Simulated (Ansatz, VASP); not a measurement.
# PtS2 in VASP and in Ansatz

```
Pt S
1.0
     3.56334    0.00000    0.00000
    -1.78167    3.08595    0.00000
     0.00000    0.00000    4.55039
Pt S
1 2
Cartesian
  0.0000 0.0000 0.0000
  0.0000 2.0573 1.1825
  1.7817 1.0286 3.3679
```

Alike in both runs: task relaxation of cell and atoms; functional LDA; k mesh 15 × 15 × 10; occupations gaussian, width 0.1 eV; no spin polarisation.

|  | VASP | Ansatz |
| --- | --- | --- |
| version | VASP 6.6.1 | Ansatz 0.2.0 |
| potentials or method | VASP PAW LDA potentials, release 64 (Pt, S), cutoff 600 eV | scalar-relativistic, plane waves, PAW |
| valence electrons in the cell | 22 | 30 |

Ansatz gave:

```
gap on the k mesh at the Fermi level, each at its own relaxed structure (eV) : none
relaxed volume (Å³/atom)                                                     : 16.58
relaxed cell length with the largest relative difference (Å)                 : 4.527
```

What did VASP give for the same quantities?

gap on the k mesh at the Fermi level, each at its own relaxed structure (eV): none; relaxed volume (Å³/atom): 16.61; relaxed cell length with the largest relative difference (Å): 4.534.

LDA's correlation is that of Perdew and Zunger in VASP and of Perdew and Wang (1992) in Ansatz. A gap of «none» marks a metal or a gap that the smearing closes. VASP's potentials hold 22 valence electrons a cell and Ansatz's 30, so a difference there can come from the potentials and not from the codes.

Spin-orbit coupling is off throughout.
